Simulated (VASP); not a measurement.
# Mg8HO8 (a cell with a defect) in VASP: further runs, part 4 of 4

VASP 6.6.1.

## (7) Single point, PBE

Contents of INCAR:

```
  PREC = Accurate
  ENCUT = 520
  EDIFF = 1E-6
  ISMEAR = 0
  SIGMA = 0.02
  LREAL = Auto
  LASPH = T
  NELM = 80
  ALGO = Normal
  ISIF = 2
  LWAVE = F
  LCHARG = F
  GGA = PE
  NBANDS = 46
  NELECT = 64.0
```

Contents of KPOINTS:

```
regular mesh
0
Gamma
  2 2 2
```

Contents of POSCAR:

```
Mg8HO8
1.0
    0.0000000000      4.1948000000      4.1948000000
    4.1948000000      0.0000000000      4.1948000000
    4.1948000000      4.1948000000      0.0000000000
Mg O H
8 8 1
Direct
   -0.0026615095     -0.0027130018     -0.0030882283
    0.0007454467      0.0006908553      0.4896345475
    0.0007478306      0.4900224087      0.0003053781
    0.0221916420      0.4808580862      0.4804833365
    0.4900772385      0.0006939544      0.0003063316
    0.4809143463      0.0221344283      0.4804878659
    0.4809317488      0.4808802565      0.0217308334
    0.4990414322      0.4989892248      0.4986082769
    0.2440440545      0.2439875560      0.2435951654
    0.2481999142      0.2481481835      0.7443060456
    0.2482020597      0.7446848479      0.2477710499
    0.2514476256      0.7476894012      0.7473070230
    0.7447370554      0.2481500906      0.2477710499
    0.7477423238      0.2513968485      0.7473060694
    0.7477383904      0.7476845142      0.2510365214
    0.7470190474      0.7469687470      0.7465870840
    0.6794372795      0.6793724373      0.6789390436
```

Potentials or basis: VASP PAW PBE potentials, release 64 (Mg, O, H).

Run with:

```sh
> cat potpaw_PBE.64/Mg/POTCAR potpaw_PBE.64/O/POTCAR potpaw_PBE.64/H/POTCAR > POTCAR
> mpirun -np 1 vasp_std > vasp.out
```

OUTCAR:

```text
PREC = Accurate
   ENCUT = 520
   EDIFF = 1E-6
   ISMEAR = 0
   LREAL = Auto
   LASPH = T
   NELM = 80
   ISIF = 2
   GGA = PE
   NELECT = 64.0

 ion  position               nearest neighbor table
   1  0.997  0.997  0.997-  14 2.09  12 2.09  15 2.09  13 2.10  10 2.10  11 2.10   2 2.94   3 2.94
                             5 2.94   7 2.97   7 2.97   6 2.97   4 2.97   6 2.97   4 2.97   5 2.99
   2  0.001  0.001  0.490-   9 2.04  11 2.09  13 2.09  16 2.13  12 2.13  14 2.13   4 2.89   6 2.89
                             5 2.90   3 2.90   1 2.94   8 2.97   8 2.97   1 2.99   3 3.03   5 3.03
   3  0.001  0.490  0.000-   9 2.04  10 2.09  13 2.09  16 2.13  12 2.13  15 2.13   4 2.89   7 2.89
                             5 2.90   2 2.90   1 2.94   8 2.97   8 2.97   1 2.99   2 3.03   5 3.03
   4  0.022  0.481  0.480-  17 1.87   9 1.99  10 2.06  11 2.06  15 2.12  14 2.12  16 2.23   6 2.72
                             7 2.72   2 2.89   3 2.89   8 2.94   1 2.97   1 2.97   8 3.00   3 3.05
   5  0.490  0.001  0.000-   9 2.04  10 2.09  11 2.09  16 2.13  14 2.13  15 2.13   6 2.89   7 2.89
                             3 2.90   2 2.90   1 2.94   8 2.97   8 2.97   1 2.99   2 3.03   3 3.03
   6  0.481  0.022  0.480-  17 1.87   9 1.99  10 2.06  13 2.06  15 2.12  12 2.12  16 2.23   4 2.72
                             7 2.72   2 2.89   5 2.89   8 2.94   1 2.97   1 2.97   8 3.00   5 3.05
   7  0.481  0.481  0.022-  17 1.87   9 1.99  11 2.06  13 2.06  12 2.12  14 2.12  16 2.23   4 2.72
                             6 2.72   3 2.89   5 2.89   8 2.94   1 2.97   1 2.97   8 3.00   5 3.05
   8  0.499  0.499  0.499-  15 2.09  14 2.09  12 2.09  13 2.10  11 2.10  10 2.10   4 2.94   6 2.94
                             7 2.94   3 2.97   5 2.97   2 2.97   2 2.97   5 2.97   3 2.97   7 3.00
   9  0.244  0.244  0.244-   4 1.99   6 1.99   7 1.99   5 2.04   3 2.04   2 2.04
  10  0.248  0.248  0.744-   4 2.06   6 2.06   3 2.09   5 2.09   1 2.10   8 2.10
  11  0.248  0.745  0.248-   4 2.06   7 2.06   2 2.09   5 2.09   1 2.10   8 2.10
  12  0.251  0.748  0.747-   8 2.09   1 2.09   7 2.12   6 2.12   3 2.13   2 2.13
  13  0.745  0.248  0.248-   6 2.06   7 2.06   2 2.09   3 2.09   1 2.10   8 2.10
  14  0.748  0.251  0.747-   8 2.09   1 2.09   7 2.12   4 2.12   5 2.13   2 2.13
  15  0.748  0.748  0.251-   8 2.09   1 2.09   4 2.12   6 2.12   5 2.13   3 2.13
  16  0.747  0.747  0.747-  17 0.98   5 2.13   3 2.13   2 2.13   7 2.23   6 2.23   4 2.23
  17  0.679  0.679  0.679-  16 0.98   4 1.87   6 1.87   7 1.87

  LATTYP: Found a face centered cubic cell.
 ALAT       =     8.3896000000

  Lattice vectors:

[... 179 lines left out ...]
 NGX is ok and might be reduce to    48
   NGX = 23   NGY = 23   NGZ = 23

 number of electron      64.0000000 magnetization

 Free energy of the ion-electron system (eV)
  ---------------------------------------------------
  ext. energy  EPLUGINS =         0.00000000
  ---------------------------------------------------
  free energy    TOTEN  =      -102.12465139 eV

  energy without entropy =     -102.12465139  energy(sigma->0) =     -102.12465139

 E-fermi :   3.5139     XC(G=0): -11.1110

 val. band max:        3.4174307181   @ k =   0.0000   0.0000   0.0000
 cond. band min:       7.7317274076   @ k =   0.0000   0.0000   0.0000
 fundamental gap:      4.3142966895
 Fermi energy:         3.5138850858

 k-point     1 :       0.0000    0.0000    0.0000
  band No.  band energies     occupation
      1     -16.5706      2.00000
      2     -13.6777      2.00000
      3     -12.7536      2.00000
      4     -12.4024      2.00000
      5     -12.3923      2.00000
      6     -12.3922      2.00000
[... 365 lines left out ...]
     43      14.9716      0.00000
     44      15.0132      0.00000
 [bands above 44 left out]

------------------------ aborting loop because EDIFF is reached ----------------------------------------

  FORCE on cell =-STRESS in cart. coord.  units (eV):
  Direction    XX          YY          ZZ          XY          YZ          ZX
  --------------------------------------------------------------------------------------
  -------------------------------------------------------------------------------------
  Total        2.0092603      2.0092249      2.0054947     -1.9123049     -1.9114234     -1.9117818
  in kB       21.8063514     21.8059679     21.7654841    -20.7541018    -20.7445347    -20.7484253
  external PRESSURE =      21.7926011 kB  Pullay stress =       0.0000000 kB

 VOLUME and BASIS-vectors are now :
 -----------------------------------------------------------------------------
  energy-cutoff  :      520.00
  volume of cell :      147.63
      direct lattice vectors                 reciprocal lattice vectors
     0.000000000  4.194800000  4.194800000    -0.119195194  0.119195194  0.119195194
     4.194800000  0.000000000  4.194800000     0.119195194 -0.119195194  0.119195194
     4.194800000  4.194800000  0.000000000     0.119195194  0.119195194 -0.119195194

 POSITION                                       TOTAL-FORCE (eV/Angst)
 -----------------------------------------------------------------------------------
      8.36526      8.36548      8.36705         0.004551      0.004631      0.004771
      2.05682      2.05705      0.00602         0.000159      0.000122      0.011600
      2.05683      0.00442      2.05868         0.000361      0.012082     -0.000023
      4.03263      2.10862      2.11019        -0.024689      0.005790      0.005571
      0.00420      2.05706      2.05869         0.012127      0.000205     -0.000113
      2.10840      4.03289      2.11019         0.005819     -0.024913      0.005506
[... 9 lines left out ...]
      6.26517      6.26538      6.26698         0.073802      0.074193      0.074226
      5.69785      5.69812      5.69994        -0.072407     -0.072451     -0.073056
 -----------------------------------------------------------------------------------
    total drift:                               -0.004532     -0.004898      0.002311

  FREE ENERGIE OF THE ION-ELECTRON SYSTEM (eV)
  ---------------------------------------------------
  free  energy   TOTEN  =      -102.1246513927 eV

  energy  without entropy=     -102.1246513927  energy(sigma->0) =     -102.12465139
```

OSZICAR:

```text
N       E                     dE             d eps       ncg     rms          rms(c)
DAV:   1     0.314868449063E+03    0.31487E+03   -0.31966E+04   760   0.128E+03
DAV:   2    -0.917097486171E+02   -0.40658E+03   -0.39275E+03   918   0.278E+02
DAV:   3    -0.113545859322E+03   -0.21836E+02   -0.21722E+02   920   0.663E+01
DAV:   4    -0.113703068640E+03   -0.15721E+00   -0.15700E+00   896   0.635E+00
DAV:   5    -0.113704191089E+03   -0.11224E-02   -0.11222E-02   870   0.529E-01    0.199E+01
DAV:   6    -0.102238464412E+03    0.11466E+02   -0.43117E+01   864   0.300E+01    0.617E+00
DAV:   7    -0.102192101522E+03    0.46363E-01   -0.12266E+00   866   0.497E+00    0.400E+00
DAV:   8    -0.102140068444E+03    0.52033E-01   -0.34564E-01   904   0.396E+00    0.949E-01
DAV:   9    -0.102125008211E+03    0.15060E-01   -0.27593E-02   946   0.980E-01    0.400E-01
DAV:  10    -0.102124769397E+03    0.23881E-03   -0.23021E-02   888   0.750E-01    0.180E-01
DAV:  11    -0.102124506062E+03    0.26334E-03   -0.17832E-03   882   0.249E-01    0.668E-02
DAV:  12    -0.102124659270E+03   -0.15321E-03   -0.48999E-04   856   0.114E-01    0.234E-02
DAV:  13    -0.102124651748E+03    0.75216E-05   -0.35456E-05   894   0.374E-02    0.789E-03
DAV:  14    -0.102124651961E+03   -0.21247E-06   -0.18345E-05   880   0.211E-02    0.552E-03
DAV:  15    -0.102124651393E+03    0.56784E-06   -0.12286E-06   574   0.744E-03
   1 F= -.10212465E+03 E0= -.10212465E+03  d E =-.223119E-12
```

stdout:

```text
POSCAR found type information on POSCAR MgO H
 POSCAR found :  3 types and      17 ions
 scaLAPACK will be used
 LDA part: xc-table for (Slater+PW92), standard interpolation
 POSCAR, INCAR and KPOINTS ok, starting setup
 FFT: planning ... GRIDC
 FFT: planning ... GRID_SOFT
 FFT: planning ... GRID
 WAVECAR not read
 entering main loop
 the old and the new charge density differ
 old charge density:    65.00000 new   64.00000
    0.199E+01
```

Run time: 96 s. Hardware: 1 thread of Intel Xeon Platinum 8488C (Sapphire Rapids), shared host; peak memory 0.33 GiB.

What came out:

```yaml
Free_energy: -102.1247 eV
Largest_force: 0.128 eV/Å
```

Forces on the atoms (eV/Å):
```
Mg   0.005  0.005  0.005
Mg   0.000  0.000  0.012
Mg   0.000  0.012  0.000
Mg  -0.025  0.006  0.006
Mg   0.012  0.000  0.000
Mg   0.006 -0.025  0.006
Mg   0.006  0.006 -0.026
Mg  -0.005 -0.005 -0.005
O   -0.005 -0.005 -0.005
O    0.000 -0.001  0.002
O   -0.001  0.002  0.000
O   -0.003  0.003  0.004
O    0.002 -0.001  0.000
O    0.003 -0.002  0.004
O    0.003  0.003 -0.002
O    0.074  0.074  0.074
H   -0.072 -0.072 -0.073
```

Levels at points of the mesh, in eV from the Fermi level:
```
           k point  band 28  band 29  band 30  band 31  band 32  band 33  band 34  band 35  band 36  band 37
(0.00, 0.00, 0.00)    -0.50    -0.50    -0.15    -0.10    -0.10     4.22     6.42     7.80     7.98     7.98
(0.50, 0.00, 0.00)    -0.94    -0.45    -0.42    -0.38    -0.36     5.88     7.15     8.38     9.43     9.55
(0.00, 0.50, 0.00)    -0.94    -0.45    -0.42    -0.38    -0.36     5.88     7.15     8.38     9.43     9.55
(0.00, 0.00, 0.50)    -0.94    -0.45    -0.42    -0.38    -0.36     5.88     7.15     8.38     9.43     9.55
(0.50, 0.50, 0.50)    -0.91    -0.46    -0.46    -0.35    -0.35     6.52     7.09     8.20     9.48     9.62
(0.50, 0.50, 0.00)    -0.92    -0.66    -0.62    -0.59    -0.50     6.78     7.99     8.72     9.28     9.47
(0.00, 0.50, 0.50)    -0.92    -0.66    -0.62    -0.59    -0.50     6.78     7.99     8.72     9.28     9.47
(0.50, 0.00, 0.50)    -0.92    -0.66    -0.62    -0.59    -0.50     6.78     7.99     8.72     9.28     9.47
```

Caveat: the k points lie up to 0.65 Å⁻¹ apart; the cell carries a net charge on a neutralising background, which shifts energy and pressure; the cell is charged against a uniform background, so pressure and absolute levels hang on convention.
